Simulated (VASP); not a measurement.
## NaB: single point with PBE

The system is NaB.

```
Na B
1.0
     0.00000    2.68387    2.68387
     2.68387    0.00000    2.68387
     2.68387    2.68387    0.00000
Na B
1 1
Cartesian
  0.0000 0.0000 0.0000
  2.6839 2.6839 2.6839
```

- Program: VASP 6.6.1
- Task: single point
- Functional: PBE
- Potentials or basis: VASP PAW PBE potentials, release 64 (Na_pv, B)
- Cutoff: 500 eV
- k mesh: 9 × 9 × 9
- Occupations: methfessel-paxton, width 0.15 eV
- Spin: no spin polarisation
- Dipole correction: no
- Further INCAR settings: ALGO = Normal; EDIFF = 1e-06; NBANDS = 12

```yaml
Pressure: 0.1 GPa
Band_gap_on_the_k_mesh: zero (band 5 reaches 3.13 eV, above the bottom of band 6 at 0.14 eV)
```

Levels at points of the mesh, in eV from the Fermi level:
```tsv
k point	band 2	band 3	band 4	band 5	band 6	band 7	band 8	band 9
(0.00, 0.00, 0.00)	-23.01	-23.01	-7.14	2.39	2.39	2.39	7.44	10.26
```

Run time: 9.1 s on 1 thread of Intel(R) Xeon(R) Platinum 8375C CPU @ 2.90GHz (Ice Lake), on a shared host, peak memory 0.15 GiB.
